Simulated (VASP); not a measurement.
A run of VASP 6.6.1:

Contents of INCAR:

```
ALGO = Normal
EDIFF = 1E-6
ENCUT = 520
GGA = PE
ISIF = 2
ISMEAR = 0
LASPH = T
LCHARG = F
LREAL = F
LWAVE = F
NBANDS = 18
NELM = 100
PREC = Accurate
SIGMA = 0.05
```

Contents of KPOINTS:

```
k-points
0
Gamma
  12 12 6
```

Contents of POSCAR:

```
PtS2
1.0
    3.3746586703      0.0000000000      0.0000000000
   -1.6873293352      2.9225401376      0.0000000000
    0.0000000000      0.0000000000      6.1298390590
Pt S
1 2
Direct
    0.0000000000      0.0000000000      0.0000000000
    0.3333333333      0.6666666667      0.2193773115
    0.6666666667      0.3333333333      0.7806226885
```

Potentials or basis: VASP PAW PBE potentials, release 64 (Pt, S).

Launch:

```sh
$ cat potpaw_PBE.64/Pt/POTCAR potpaw_PBE.64/S/POTCAR > POTCAR
$ mpirun -np 1 vasp_std > vasp.out
```

Hardware: 1 thread of AMD EPYC 9R45 96-Core Processor (Zen 5) (shared host).

Task: Estimate the wall time of this run.

Result: Wall time 68 s on 1 thread of AMD EPYC 9R45 96-Core Processor (Zen 5), with other jobs on the host, peak memory 0.22 GiB. Counts: scf iterations 14, k points 100.
